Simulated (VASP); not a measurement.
# TiN (Fm-3m) in VASP: elastic constants with PBE

Aim: the elastic constants of TiN with PBE.

Everything below comes from runs of VASP 6.6.1. Logs are shortened: lines on timing, memory, paths and dates and some standing lists are left out, and cuts for length are marked.

### 1 The cell of the first run

Symmetry: Fm-3m, No. 225, cubic system. Conventional cell: a = 4.247 Å, b = 4.247 Å, c = 4.247 Å, α = 90.00°, β = 90.00°, γ = 90.00°. Within 2.8 Å of Ti (site symmetry m-3m) lie 6 N at 2.12 Å. N (site symmetry m-3m) has 6 Ti at 2.12 Å within 2.8 Å.

### 2 Elastic constants, PBE

Contents of INCAR:

```
ALGO     = Normal         # electronic algorithm
EDIFF    = 1E-8           # SCF threshold, eV
ENCUT    = 600            # plane-wave cutoff, eV
GGA      = PE             # functional
IBRION   = 6              # ionic algorithm
ISIF     = 3              # what is computed and relaxed
ISMEAR   = 0              # smearing method
LASPH    = T              # aspherical terms in the spheres
LCHARG   = F              # write CHGCAR
LREAL    = F              # projectors in reciprocal space
LWAVE    = F              # write WAVECAR
NBANDS   = 16             # bands
NELM     = 80             # most SCF steps
NFREE    = 2            
NSW      = 1              # ionic steps
POTIM    = 0.015          # step
PREC     = Accurate       # precision mode
SIGMA    = 0.1            # smearing width, eV
```

Contents of KPOINTS:

```
k-points
0
Gamma
  18 18 18
```

Contents of POSCAR:

```
TiN
1.0
    0.0000000000      2.1233653381      2.1233653381
    2.1233653381      0.0000000000      2.1233653381
    2.1233653381      2.1233653381      0.0000000000
Ti N
1 1
Direct
    0.0000000000      0.0000000000      0.0000000000
    0.5000000000      0.5000000000      0.5000000000
```

Potentials or basis: VASP PAW PBE potentials, release 64 (Ti_sv, N).

Started as:

```bash
$ cat potpaw_PBE.64/Ti_sv/POTCAR potpaw_PBE.64/N/POTCAR > POTCAR
$ mpirun -np 1 vasp_std > vasp.out
```

OUTCAR:

```text
EDIFF = 1E-8
   ENCUT = 600
   GGA = PE
   IBRION = 6
   ISIF = 3
   ISMEAR = 0
   LASPH = T
   LREAL = F
   NELM = 80
   NFREE = 2
   NSW = 1
   POTIM = 0.015
   PREC = Accurate

 ion  position               nearest neighbor table
   1  0.000  0.000  0.000-   2 2.12   2 2.12   2 2.12   2 2.12   2 2.12   2 2.12
   2  0.500  0.500  0.500-   1 2.12   1 2.12   1 2.12   1 2.12   1 2.12   1 2.12

  LATTYP: Found a face centered cubic cell.
 ALAT       =     4.2467306762

  Lattice vectors:

 A1 = (   0.0000000000,   2.1233653381,   2.1233653381)
 A2 = (   2.1233653381,   0.0000000000,   2.1233653381)
 A3 = (   2.1233653381,   2.1233653381,   0.0000000000)

Analysis of symmetry for initial positions (statically):
=====================================================================
 Subroutine PRICEL returns:
 Original cell was already a primitive cell.

 Routine SETGRP: Setting up the symmetry group for a
 face centered cubic supercell.

 Subroutine GETGRP returns: Found 48 space group operations
 (whereof 48 operations were pure point group operations)
 out of a pool of 48 trial point group operations.

The static configuration has the point symmetry O_h .

Analysis of symmetry for dynamics (positions and initial velocities):
=====================================================================
 Subroutine PRICEL returns:
 Original cell was already a primitive cell.

 Routine SETGRP: Setting up the symmetry group for a
 face centered cubic supercell.

 Subroutine GETGRP returns: Found 48 space group operations
 (whereof 48 operations were pure point group operations)
 out of a pool of 48 trial point group operations.

The dynamic configuration has the point symmetry O_h .

 Subroutine INISYM returns: Found 48 space group operations
 (whereof 48 operations are pure point group operations),
 and found     1 'primitive' translations

----------------------------------------------------------------------------------------

                                     Primitive cell

  volume of cell :      19.1472

  direct lattice vectors                    reciprocal lattice vectors
     0.000000000  2.123365338  2.123365338    -0.235475258  0.235475258  0.235475258
     2.123365338  0.000000000  2.123365338     0.235475258 -0.235475258  0.235475258
     2.123365338  2.123365338  0.000000000     0.235475258  0.235475258 -0.235475258

  length of vectors
     3.002892059  3.002892059  3.002892059     0.407855110  0.407855110  0.407855110

  position of ions in fractional coordinates (direct lattice)
     0.000000000  0.000000000  0.000000000
     0.500000000  0.500000000  0.500000000

  ion indices of the primitive-cell ions
   primitive index   ion index
                 1           1
                 2           2

----------------------------------------------------------------------------------------

 KPOINTS: k-points

Automatic generation of k-mesh.
 Grid dimensions read from file:
 generate k-points for:   18   18   18

 Generating k-lattice:

  Cartesian coordinates                     Fractional coordinates (reciprocal lattice)
[... 104 lines left out ...]
  ---------------------------------------------------
  ext. energy  EPLUGINS =         0.00000000
  ---------------------------------------------------
  free energy    TOTEN  =       -19.63990253 eV

  energy without entropy =      -19.63562599  energy(sigma->0) =      -19.63776426

------------------------ aborting loop because EDIFF is reached ----------------------------------------

  FORCE on cell =-STRESS in cart. coord.  units (eV):
  Direction    XX          YY          ZZ          XY          YZ          ZX
  --------------------------------------------------------------------------------------
  -------------------------------------------------------------------------------------
  Total        0.0446837      0.0446837      0.0446837      0.0000000      0.0000000      0.0000000
  in kB        3.7390046      3.7390046      3.7390046      0.0000000      0.0000000      0.0000000
  external PRESSURE =       3.7390046 kB  Pullay stress =       0.0000000 kB
[... 89 lines left out ...]
  FREE ENERGIE OF THE ION-ELECTRON SYSTEM (eV)
  ---------------------------------------------------
  free  energy   TOTEN  =       -19.6308705932 eV

  energy  without entropy=      -19.6266145501  energy(sigma->0) =      -19.62874257

[... ionic steps 4 to 14 ...]

--------------------------------------- Ionic step       15  -------------------------------------------

 number of electron      17.0000000 magnetization

------------------------ aborting loop because EDIFF is reached ----------------------------------------
[... 67 lines left out ...]
--------------------------------------- Ionic step       17  -------------------------------------------

 number of electron      17.0000003 magnetization

 Free energy of the ion-electron system (eV)
  ---------------------------------------------------
  ext. energy  EPLUGINS =         0.00000000
  ---------------------------------------------------
  free energy    TOTEN  =       -19.63874953 eV

  energy without entropy =      -19.63447122  energy(sigma->0) =      -19.63661037

 E-fermi :  11.4019     XC(G=0): -13.0003

 val. band max:       11.3713316053   @ k =   0.0000  -0.1667   0.1111
 cond. band min:      11.4055112351   @ k =   0.1111   0.0556   0.0000
 fundamental gap:      0.0341796298
 Fermi energy:        11.4018684763

 k-point     1 :       0.0000    0.0000    0.0000
  band No.  band energies     occupation
      1     -46.4748      2.00000
      2     -22.4576      2.00000
      3     -22.4573      2.00000
      4     -22.4573      2.00000
      5      -5.6798      2.00000
      6       9.3545      2.00000
[... 433 lines left out ...]
      3     -22.5048      2.00000
      4     -22.4756      2.00000
      5      -4.6483      2.00000
      6       5.9442      2.00000
[... 8 lines left out ...]
     15      24.3123      0.00000
     16      28.4197      0.00000

 [... further k-points ...]

------------------------ aborting loop because EDIFF is reached ----------------------------------------

  FORCE on cell =-STRESS in cart. coord.  units (eV):
  Direction    XX          YY          ZZ          XY          YZ          ZX
  --------------------------------------------------------------------------------------
  -------------------------------------------------------------------------------------
  Total        0.0565218      0.0453765      0.0453765      0.0000000      0.0000000      0.0000000
  in kB        4.7295745      3.7969725      3.7969725      0.0000000      0.0000000      0.0000000
  external PRESSURE =       4.1078398 kB  Pullay stress =       0.0000000 kB
[... 17 lines left out ...]
  FREE ENERGIE OF THE ION-ELECTRON SYSTEM (eV)
  ---------------------------------------------------
  free  energy   TOTEN  =       -19.6387495258 eV

  energy  without entropy=      -19.6344712241  energy(sigma->0) =      -19.63661037

 INTERNAL STRAIN TENSORS FROM STRAINED CELLS
 ============================================

 INTERNAL STRAIN TENSOR FOR ION    1 for displacements in x,y,z  (eV/Angst):
          X           Y           Z          XY          YZ          ZX
  --------------------------------------------------------------------------------
  x    -0.00000    -0.00000     0.00000    -0.00000     0.00000     0.00000
  y     0.00000     0.00000     0.00000     0.00000     0.00000     0.00000
  z     0.00000     0.00000    -0.00000    -0.00000     0.00000     0.00000

 INTERNAL STRAIN TENSORS FROM DISPLACED ATOMS
 ============================================

 INTERNAL STRAIN TENSOR FOR ION    1 for displacements in x,y,z  (eV/Angst):
          X           Y           Z          XY          YZ          ZX
  --------------------------------------------------------------------------------
  x     0.00000     0.00000     0.00000     0.00000     0.00000     0.00000
  y     0.00000     0.00000     0.00000     0.00000     0.00000     0.00000
  z     0.00000     0.00000     0.00000     0.00000     0.00000     0.00000

 INTERNAL STRAIN TENSOR FOR ION    2 for displacements in x,y,z  (eV/Angst):
          X           Y           Z          XY          YZ          ZX
  --------------------------------------------------------------------------------
  x     0.00000     0.00000     0.00000     0.00000     0.00000     0.00000
  y     0.00000     0.00000     0.00000     0.00000     0.00000     0.00000
  z     0.00000     0.00000     0.00000     0.00000     0.00000     0.00000

 Eigenvectors and eigenvalues of the dynamical matrix
 ----------------------------------------------------

   1 f  =   15.211156 THz    95.574511 2PiTHz  507.389545 cm-1    62.908258 meV
             X         Y         Z           dx          dy          dz
      0.000000  0.000000  0.000000     0.000000    0.475861    0.000000
      2.123365  2.123365  2.123365     0.000000   -0.879521    0.000000
[... 21 lines left out ...]
   6 f/i=    0.003387 THz     0.021283 2PiTHz    0.112986 cm-1     0.014008 meV
             X         Y         Z           dx          dy          dz
      0.000000  0.000000  0.000000     0.000000    0.000000    0.879521
      2.123365  2.123365  2.123365     0.000000    0.000000    0.475861

--------------------------------------------------------------------------------------------------------

 ELASTIC MODULI CONTR FROM IONIC RELAXATION (kBar)
 Direction    XX          YY          ZZ          XY          YZ          ZX
 --------------------------------------------------------------------------------
 XX           0.0000      0.0000      0.0000      0.0000      0.0000      0.0000
 YY           0.0000      0.0000      0.0000      0.0000      0.0000      0.0000
 ZZ           0.0000      0.0000      0.0000      0.0000      0.0000      0.0000
 XY           0.0000      0.0000      0.0000      0.0000      0.0000      0.0000
 YZ           0.0000      0.0000      0.0000      0.0000      0.0000      0.0000
 ZX           0.0000      0.0000      0.0000      0.0000      0.0000      0.0000
 --------------------------------------------------------------------------------

 TOTAL ELASTIC MODULI (kBar)
 Direction    XX          YY          ZZ          XY          YZ          ZX
 --------------------------------------------------------------------------------
 XX        5840.5942   1241.7541   1241.7541     -0.0000      0.0000      0.0000
 YY        1241.7541   5840.5942   1241.7541     -0.0000     -0.0000      0.0000
 ZZ        1241.7541   1241.7541   5840.5942      0.0000     -0.0000      0.0000
 XY          -0.0000     -0.0000      0.0000   1597.2596      0.0000      0.0000
 YZ           0.0000     -0.0000     -0.0000      0.0000   1597.2596      0.0000
 ZX           0.0000      0.0000      0.0000      0.0000      0.0000   1597.2596
 --------------------------------------------------------------------------------
```

Wall time 18 min (1 thread of Intel Xeon 6975P-C (Granite Rapids), shared host); peak memory 0.97 GiB.

What came out:

```
Elastic constants C11, C12, C44 : 584, 124, 160 GPa
Voigt bulk modulus              : 277 GPa
Highest phonon frequency at Γ   : 507 cm⁻¹
```

Phonon frequencies in cm⁻¹ (negative: imaginary):
```
              q point        frequencies
(0.000, 0.000, 0.000)  0 0 0 507 507 507
```

Elastic tensor in Voigt notation (GPa, in the Cartesian axes of the cell as first typed):
```
584 124 124   0   0   0
124 584 124   0   0   0
124 124 584   0   0   0
  0   0   0 160   0   0
  0   0   0   0 160   0
  0   0   0   0   0 160
```

Clamped-ion elastic tensor (GPa):
```
584 124 124   0   0   0
124 584 124   0   0   0
124 124 584   0   0   0
  0   0   0 160   0   0
  0   0   0   0 160   0
  0   0   0   0   0 160
```
